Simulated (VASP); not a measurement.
# Na (Fd-3m) in VASP: further runs

Runs on Na. Level: PBEsol. Tasks: single point.

Program: VASP 6.6.1. These are calculated values, not measurements. Logs are shortened: lines on timing, memory, paths and dates and some standing lists are left out, and cuts for length are marked.

## (1) The cell of the first run

It takes space group Fd-3m (No. 227, cubic). Conventional cell: a = 7.172 Å, b = 7.172 Å, c = 7.172 Å, α = 90.00°, β = 90.00°, γ = 90.00°. Within 4.1 Å of Na (site symmetry -43m) lie 4 Na at 3.11 Å.

## (2) Single point, PBEsol (volume scaled by 0.88)

INCAR

```
SYSTEM = Na
PREC = Accurate
ENCUT = 520
EDIFF = 1E-7
ISMEAR = -1
SIGMA = 0.1
LREAL = .False.
LASPH = .True.
NELM = 80
ALGO = Normal
ISIF = 2
LWAVE = .False.
LCHARG = .False.
GGA = PS
NBANDS = 14
```

KPOINTS

```
Automatic mesh
0
Gamma
  8 8 8
  0 0 0
```

POSCAR

```
Na
1.0
    0.0000000000      3.5858799557      3.5858799557
    3.5858799557      0.0000000000      3.5858799557
    3.5858799557      3.5858799557      0.0000000000
Na
2
Direct
    0.1250000000      0.1250000000      0.1250000000
    0.8750000000      0.8750000000      0.8750000000
```

Potentials or basis: VASP PAW PBE potentials, release 64 (Na_pv).

On the command line:

```bash
$ cat potpaw_PBE.64/Na_pv/POTCAR > POTCAR
$ mpirun -np 1 vasp_std > vasp.out
```

OUTCAR:

```text
SYSTEM = Na
   PREC = Accurate
   ENCUT = 520
   EDIFF = 1E-7
   ISMEAR = -1
   LREAL = .False.
   LASPH = .True.
   NELM = 80
   ISIF = 2
   GGA = PS

 ion  position               nearest neighbor table
   1  0.125  0.125  0.125-
   2  0.875  0.875  0.875-

  LATTYP: Found a face centered cubic cell.
 ALAT       =     7.1717599114

  Lattice vectors:

 A1 = (   0.0000000000,   3.5858799557,   3.5858799557)
 A2 = (   3.5858799557,   0.0000000000,   3.5858799557)
 A3 = (   3.5858799557,   3.5858799557,   0.0000000000)

Analysis of symmetry for initial positions (statically):
=====================================================================
 Subroutine PRICEL returns:
 Original cell was already a primitive cell.

 Routine SETGRP: Setting up the symmetry group for a
 face centered cubic supercell.

 Subroutine GETGRP returns: Found 48 space group operations
 (whereof 12 operations were pure point group operations)
 out of a pool of 48 trial point group operations.

The static configuration has the point symmetry D_3d.
 The point group associated with its full space group is O_h .

Analysis of symmetry for dynamics (positions and initial velocities):
=====================================================================
 Subroutine PRICEL returns:
 Original cell was already a primitive cell.

 Routine SETGRP: Setting up the symmetry group for a
 face centered cubic supercell.

 Subroutine GETGRP returns: Found 48 space group operations
 (whereof 12 operations were pure point group operations)
 out of a pool of 48 trial point group operations.

The dynamic configuration has the point symmetry D_3d.
 The point group associated with its full space group is O_h .

 Subroutine INISYM returns: Found 48 space group operations
 (whereof 12 operations are pure point group operations),
 and found     1 'primitive' translations

----------------------------------------------------------------------------------------

                                     Primitive cell

  volume of cell :      92.2183

  direct lattice vectors                    reciprocal lattice vectors
     0.000000000  3.585879956  3.585879956    -0.139435789  0.139435789  0.139435789
     3.585879956  0.000000000  3.585879956     0.139435789 -0.139435789  0.139435789
     3.585879956  3.585879956  0.000000000     0.139435789  0.139435789 -0.139435789

  length of vectors
     5.071200066  5.071200066  5.071200066     0.241509871  0.241509871  0.241509871

  position of ions in fractional coordinates (direct lattice)
     0.125000000  0.125000000  0.125000000
     0.875000000  0.875000000  0.875000000

  ion indices of the primitive-cell ions
   primitive index   ion index
                 1           1
                 2           2

----------------------------------------------------------------------------------------

 KPOINTS: Automatic mesh

Automatic generation of k-mesh.
 Grid dimensions read from file:
 generate k-points for:    8    8    8

 Generating k-lattice:

  Cartesian coordinates                     Fractional coordinates (reciprocal lattice)
    -0.017429474  0.017429474  0.017429474     0.125000000  0.000000000  0.000000000
     0.017429474 -0.017429474  0.017429474     0.000000000  0.125000000  0.000000000
     0.017429474  0.017429474 -0.017429474     0.000000000  0.000000000  0.125000000

  Length of vectors
     0.030188734  0.030188734  0.030188734

  Shift w.r.t. Gamma in fractional coordinates (k-lattice)
     0.000000000  0.000000000  0.000000000

 Subroutine IBZKPT returns following result:
 ===========================================

 Found     29 irreducible k-points:

 Following reciprocal coordinates:
            Coordinates               Weight
  0.000000  0.000000  0.000000      1.000000
  0.125000  0.000000  0.000000      8.000000
  0.250000  0.000000  0.000000      8.000000
  0.375000  0.000000  0.000000      8.000000
  0.500000  0.000000  0.000000      4.000000
  0.125000  0.125000  0.000000      6.000000
[... 16 lines left out ...]
  0.500000  0.250000  0.125000     48.000000
 -0.375000  0.250000  0.125000     24.000000
 [... further k-points ...]
   k-points           NKPTS =     29   k-points in BZ     NKDIM =     29   number of bands    NBANDS=     14
   number of dos      NEDOS =    301   number of ions     NIONS =      2
   total plane-waves  NPLWV =  64000
   dimension x,y,z NGX =    40 NGY =   40 NGZ =   40
   dimension x,y,z NGXF=    80 NGYF=   80 NGZF=   80
   ions per type =               2
   NGX,Y,Z   is equivalent  to a cutoff of  13.11, 13.11, 13.11 a.u.
   NGXF,Y,Z  is equivalent  to a cutoff of  26.23, 26.23, 26.23 a.u.
 SYSTEM =  Na
   PREC   = accura    normal or accurate (medium, high low for compatibility)
   ISTART =      0    job   : 0-new  1-cont  2-samecut
   ICHARG =      2    charge: 1-file 2-atom 10-const
   ISPIN  =      1    spin polarized calculation?
   LNONCOLLINEAR =      F non collinear calculations
   LSORBIT =      F    spin-orbit coupling
   LASPH  =      T    aspherical Exc in radial PAW
   ENCUT  =  520.0 eV  38.22 Ry    6.18 a.u.   9.43  9.43  9.43*2*pi/ulx,y,z
   NELM   =     80;   NELMIN=  2; NELMDL= -5     # of ELM steps
   EDIFF  = 0.1E-06   stopping-criterion for ELM
   LREAL  =      F    real-space projection
   EDIFFG = 0.1E-05   stopping-criterion for IOM
   NSW    =      0    number of steps for IOM
   IBRION =     -1    ionic relax: 0-MD 1-quasi-New 2-CG
   NFREE  =      0    steps in history (QN), initial steepest desc. (CG)
   ISIF   =      2    stress and relaxation
   ISYM   =      2    0-nonsym 1-usesym 2-fastsym
   POTIM  = 0.5000    time-step for ionic-motion
   TEBEG  =    0.0;   TEEND  =   0.0 temperature during run
   PSTRESS=    0.0 pullay stress
   NELECT =      14.0000    total number of electrons
   NUPDOWN=      -1.0000    fix difference up-down
   EMIN   =  10.00;   EMAX   =-10.00  energy-range for DOS
   EFERMI =   0.00;   METHOD = LEGACY
   ISMEAR =    -1;   SIGMA  =   0.10  broadening in eV -4-tet -1-fermi 0-gaus
   EFERMI_NEDOS =   21; number of points for ismear=-14 and -15
   IALGO  =     38    algorithm
   IMIX   =      4    mixing-type and parameters
     AMIX     =   0.40;   BMIX     =  1.00
     AMIX_MAG =   1.60;   BMIX_MAG =  1.00
  volume/ion in A,a.u.               =      46.11       311.16
  Fermi-wavevector in a.u.,A,eV,Ry     =   0.873330  1.650355 10.377238  0.762705
  Thomas-Fermi vector in A             =   1.992705
   LORBIT       =      0    0 simple, 1 ext, 2 COOP (PROOUT), +10 PAW based schemes
   GGA     = PS    functional components
   LHFCALC =     F    Hartree Fock is set to
   AEXX    =    0.0000 exact exchange contribution
   IVDW    =     0    specifies the selected vdW correction
   LEPSILON=     F    determine dielectric tensor
   LRPA    =     F    only Hartree local field effects (RPA)
 non-spin polarized calculation
  energy-cutoff  :      520.00
  volume of cell :       92.22
 maximum number of plane-waves:      2509
 NGX is ok and might be reduce to    40
   NGX = 19   NGY = 19   NGZ = 19

 number of electron      13.9999989 magnetization

 Free energy of the ion-electron system (eV)
  ---------------------------------------------------
  ext. energy  EPLUGINS =         0.00000000
  ---------------------------------------------------
  free energy    TOTEN  =        -2.09266814 eV

  energy without entropy =       -2.06043777  energy(sigma->0) =       -2.07655295

 E-fermi :  -0.2849     XC(G=0):  -5.9076

 val. band max:       -0.3505629559   @ k =   0.5000   0.1250   0.0000
 cond. band min:      -0.1876898731   @ k =   0.5000   0.5000   0.0000
 fundamental gap:      0.1628730828
 Fermi energy:        -0.2849475936

 k-point     1 :       0.0000    0.0000    0.0000
  band No.  band energies     occupation
      1     -25.5950      2.00000
      2     -25.5950      2.00000
      3     -25.5950      2.00000
      4     -25.5393      2.00000
      5     -25.5393      2.00000
      6     -25.5393      2.00000
      7      -3.1095      2.00000
      8       4.8429      0.00000
      9       4.8429      0.00000
     10       4.8429      0.00000
     11       5.1204      0.00000
     12       5.1204      0.00000
     13       5.1204      0.00000
     14       7.1396      0.00000

 k-point     2 :       0.1250    0.0000    0.0000
  band No.  band energies     occupation
      1     -25.5960      2.00000
      2     -25.5960      2.00000
      3     -25.5949      2.00000
      4     -25.5397      2.00000
      5     -25.5383      2.00000
      6     -25.5383      2.00000
      7      -2.9695      2.00000
      8       3.3948      0.00000
      9       4.4327      0.00000
     10       4.4327      0.00000
     11       5.5347      0.00000
     12       5.7060      0.00000
     13       5.7060      0.00000
     14       6.6749      0.00000

 k-point     3 :       0.2500    0.0000    0.0000
  band No.  band energies     occupation
      1     -25.5982      2.00000
      2     -25.5982      2.00000
      3     -25.5946      2.00000
      4     -25.5407      2.00000
      5     -25.5362      2.00000
      6     -25.5362      2.00000
      7      -2.5519      2.00000
      8       1.7707      0.00000
      9       4.1370      0.00000
     10       4.1370      0.00000
     11       5.4191      0.00000
     12       5.5555      0.00000
     13       5.5556      0.00000
     14       6.8357      0.00000
[... 324 lines left out ...]
 k-point    23 :       0.5000    0.2500    0.1250
  band No.  band energies     occupation
      1     -25.6060      2.00000
      2     -25.6027      2.00000
      3     -25.5848      2.00000
      4     -25.5508      2.00000
      5     -25.5320      2.00000
      6     -25.5292      2.00000
      7      -1.5005      1.99999
      8       0.6840      0.00012
      9       2.0513      0.00000
     10       2.7712      0.00000
     11       4.8661      0.00000
     12       5.5801      0.00000
     13       6.2562      0.00000
     14       7.6433      0.00000

 k-point    24 :      -0.3750    0.2500    0.1250
  band No.  band energies     occupation
      1     -25.6069      2.00000
      2     -25.6036      2.00000
      3     -25.5832      2.00000
      4     -25.5524      2.00000
      5     -25.5312      2.00000
      6     -25.5284      2.00000
      7      -0.7126      1.97261
      8      -0.3538      1.33112
      9       2.1657      0.00000
     10       2.4049      0.00000
     11       4.9430      0.00000
     12       5.2879      0.00000
     13       7.3011      0.00000
     14       7.8956      0.00000

 [... further k-points ...]
[... 5 lines left out ...]
  --------------------------------------------------------------------------------------
  -------------------------------------------------------------------------------------
  Total        0.2869275      0.2869275      0.2869275      0.0000000     -0.0000000     -0.0000000
  in kB        4.9850039      4.9850039      4.9850039      0.0000000     -0.0000000     -0.0000000
  external PRESSURE =       4.9850039 kB  Pullay stress =       0.0000000 kB

 VOLUME and BASIS-vectors are now :
 -----------------------------------------------------------------------------
  energy-cutoff  :      520.00
  volume of cell :       92.22
      direct lattice vectors                 reciprocal lattice vectors
     0.000000000  3.585879956  3.585879956    -0.139435789  0.139435789  0.139435789
     3.585879956  0.000000000  3.585879956     0.139435789 -0.139435789  0.139435789
     3.585879956  3.585879956  0.000000000     0.139435789  0.139435789 -0.139435789

 POSITION                                       TOTAL-FORCE (eV/Angst)
 -----------------------------------------------------------------------------------
      0.89647      0.89647      0.89647        -0.000000     -0.000000     -0.000000
      6.27529      6.27529      6.27529         0.000000      0.000000      0.000000
 -----------------------------------------------------------------------------------
    total drift:                                0.000000      0.000000     -0.000000

  FREE ENERGIE OF THE ION-ELECTRON SYSTEM (eV)
  ---------------------------------------------------
  free  energy   TOTEN  =        -2.0926681355 eV

  energy  without entropy=       -2.0604377680  energy(sigma->0) =       -2.07655295
```

Run time: 44 s. Hardware: 1 thread of Intel Xeon Platinum 8488C (Sapphire Rapids), shared host; peak memory 0.22 GiB.

What came out:

```yaml
Free_energy: -2.0927 eV
Pressure: 0.5 GPa
Band_gap_on_the_k_mesh: zero (band 7 reaches 0.33 eV, above the bottom of band 8 at -0.70 eV)
```

Caveat: the PAW data sets were made with another functional, which shifts forces and pressure a little.

(Part 1 of 2 ends here.)
